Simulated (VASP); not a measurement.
Here is a VASP 6.6.1 calculation.

INCAR

```
PREC     = Accurate       # precision mode
ENCUT    = 520            # plane-wave cutoff, eV
EDIFF    = 1E-6           # SCF threshold, eV
ISMEAR   = 0              # smearing method
SIGMA    = 0.05           # smearing width, eV
LREAL    = False          # projectors in reciprocal space
LASPH    = True           # aspherical terms in the spheres
NELM     = 60             # most SCF steps
ALGO     = Normal         # electronic algorithm
ISIF     = 2              # what is computed and relaxed
LWAVE    = False          # write WAVECAR
LCHARG   = True           # write CHGCAR
LDIPOL   = True         
IDIPOL   = 3            
DIPOL    = 0.5 0.5 0.323
GGA      = PE             # functional
IVDW     = 12             # dispersion correction
LELF     = True           # ELF
LVHAR    = True         
LVACPOTAV= True         
NBANDS   = 42             # bands
```

File KPOINTS:

```
Automatic mesh
0
Gamma
  7 5 1
```

POSCAR

```
Ga3As3CO
1.0
    4.0137031111      0.0000000000      0.0000000000
    0.0000000000      5.6762333751      0.0000000000
    0.0000000000      0.0000000000     23.3352699083
Ga As O C
3 3 1 1
Direct
    0.5000000000      0.5000000000      0.1714143447
    0.0000000000      0.0653835255      0.2680035048
    0.5000000000      0.4894639609      0.3228546357
    0.0000000000      0.2500000000      0.1714143447
    0.5000000000      0.8102208698      0.2504948966
    0.0000000000      0.2887573198      0.3593388866
    0.5000000000      0.7887573198      0.4964703624
    0.5000000000      0.7887573198      0.5457519865
```

Potentials or basis: VASP PAW PBE potentials, release 64 (Ga_d, As, O, C).

The run is started by

```sh
$ cat potpaw_PBE.64/Ga_d/POTCAR potpaw_PBE.64/As/POTCAR potpaw_PBE.64/O/POTCAR potpaw_PBE.64/C/POTCAR > POTCAR
$ mpirun -np 1 vasp_std > vasp.out
```

(1) Predict the band gap on the k mesh.

(2) What does it give for the largest force?

(3) Predict the dispersion energy per atom.

Answers

(1) 0.40 eV, indirect (least direct gap 0.75 eV).

(2) 1.107 eV/Å.

(3) -0.157 eV.
